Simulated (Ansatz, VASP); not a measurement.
This is a calculation of Mg for VASP 6.6.1.

Contents of POSCAR:

```
Mg
1.0
    3.2722434310      0.0000000000      0.0000000000
   -1.6361217155      2.8338459386      0.0000000000
    0.0000000000      0.0000000000      5.3124886887
Mg
2
Direct
    0.6666666667      0.3333333333      0.7500000000
    0.3333333333      0.6666666667      0.2500000000
```

File INCAR.step1:

```
SYSTEM = Mg
PREC = Accurate
ENCUT = 520
EDIFF = 1E-5
ISMEAR = -1
SIGMA = 0.05
LREAL = .FALSE.
LASPH = .TRUE.
NELM = 100
ALGO = Normal
ISIF = 2
LWAVE = .TRUE.
LCHARG = .FALSE.
GGA = PE
NBANDS = 9
```

INCAR.step2

```
SYSTEM = Mg
PREC = Accurate
ENCUT = 520
EDIFF = 1E-6
ISMEAR = -1
SIGMA = 0.05
LREAL = .FALSE.
LASPH = .TRUE.
NELM = 100
ALGO = Normal
ISIF = 2
LWAVE = .FALSE.
LCHARG = .FALSE.
METAGGA = R2SCAN
LHFCALC = .TRUE.
AEXX = 0.25
LMIXTAU = .TRUE.
PRECFOCK = Normal
ISTART = 1
NBANDS = 9
```

KPOINTS

```
Automatic mesh
0
G
  5 5 3
  0 0 0
```

Potentials or basis: VASP PAW PBE potentials, release 64 (Mg).

Launch:

```bash
$ cat potpaw_PBE.64/Mg/POTCAR > POTCAR
$ cp INCAR.step1 INCAR
$ mpirun -np 1 vasp_std > vasp.out
$ cp INCAR.step2 INCAR
$ mpirun -np 1 vasp_std > vasp.out
```

Question: Set up the same calculation for Ansatz 0.2.0. Potentials there: Ansatz PAW.

Answer: As run (the cutoff follows the program's own potentials):

Contents of input.yaml:

```yaml
crystal:
  lattice:
    - [3.272243431, 0.0, 0.0]
    - [-1.6361217155, 2.8338459386, 0.0]
    - [0.0, 0.0, 5.3124886887]
  atoms:
    - { symbol: Mg, position: [0.6666666667, 0.3333333333, 0.75] }
    - { symbol: Mg, position: [0.3333333333, 0.6666666667, 0.25] }
hamiltonian:
  xc: r2scan0
  pseudopotentials: { kind: paw }
kpoints:
  mp_grid: { grid: [5, 5, 3] }
scf:
  occupations: { method: fermi_dirac, width: 0.05 }
output:
  forces: true
  stress: true
  eigenvalues: true
```

Potentials or basis: Ansatz PAW.

The run is started by

```sh
$ ansatz run input.yaml --threads 2 --pin off --max-ram 5632MiB --backend cpu --events-out ev --progress --plain --runs-dir out
```

Both were run:

|  | VASP | Ansatz | Ansatz less VASP |
| --- | --- | --- | --- |
| gap on the k mesh at the Fermi level (eV) | none | none | - |
| pressure (GPa) | -3.1 | -2.7 | +0.30 |
| traceless stress, the component that is largest in VASP (GPa) | 0.46 | 0.50 | +0.033 |

VASP's potentials were made for PBE, not for r2SCAN0. A gap of «none» marks a metal or a gap that the smearing closes. The functional is the same, so the differences come from potentials, cutoffs and numerics. VASP's potentials hold 4 valence electrons a cell and Ansatz's 20, so a difference there can come from the potentials and not from the codes.

The k mesh is coarse, so the values compare programs but aren't converged.
